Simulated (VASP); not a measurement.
A run of VASP 6.6.1 is set up as follows.

POSCAR

```
HfO2
1.0
    0.0000362026      2.5292412368      2.5292386328
    2.5292565948     -0.0000359003      2.5293046808
    2.5292414724      2.5293028488     -0.0000108593
Hf O
1 2
Direct
    0.0000040903     -0.0000058999      0.0000101014
    0.2499942508      0.2500045947      0.2499978361
    0.7500016589      0.7500013052      0.7499920624
```

File INCAR.step1:

```
SYSTEM = HfO2
ALGO = Normal ; EDIFF = 1E-4
ENCUT = 520 ; GGA = PE
ISMEAR = 0 ; LASPH = .TRUE.
LCHARG = .FALSE. ; LREAL = .FALSE.
LWAVE = .TRUE. ; NBANDS = 18
NELM = 60 ; PREC = Accurate
SIGMA = 0.05
```

File INCAR.step2:

```
SYSTEM = HfO2
ALGO = Normal ; EDIFF = 1E-6
ENCUT = 520 ; ISIF = 2
ISMEAR = 0 ; ISTART = 1
LASPH = .TRUE. ; LCHARG = .FALSE.
LMIXTAU = .TRUE. ; LREAL = .FALSE.
LWAVE = .FALSE. ; METAGGA = R2SCAN
NBANDS = 18 ; NELM = 60
PREC = Accurate ; SIGMA = 0.05
```

The input KPOINTS:

```
k-points
0
G
  8 8 8
  0 0 0
```

Potentials or basis: VASP PAW PBE potentials, release 64 (Hf_pv, O).

Launch:

```bash
$ cat potpaw_PBE.64/Hf_pv/POTCAR potpaw_PBE.64/O/POTCAR > POTCAR
$ cp INCAR.step1 INCAR
$ mpirun -np 1 vasp_std > vasp.out
$ cp INCAR.step2 INCAR
$ mpirun -np 1 vasp_std > vasp.out
```

(1) What does it give for the pressure?

(2) Predict the band gap on the k mesh.

Results:

(1) -4.0 GPa.

(2) 4.32 eV.

Caveat: the cell stands under tension; the PAW data sets were made with another functional, which shifts forces and pressure a little; spin-orbit coupling is left out, which moves the levels of the heavy elements.
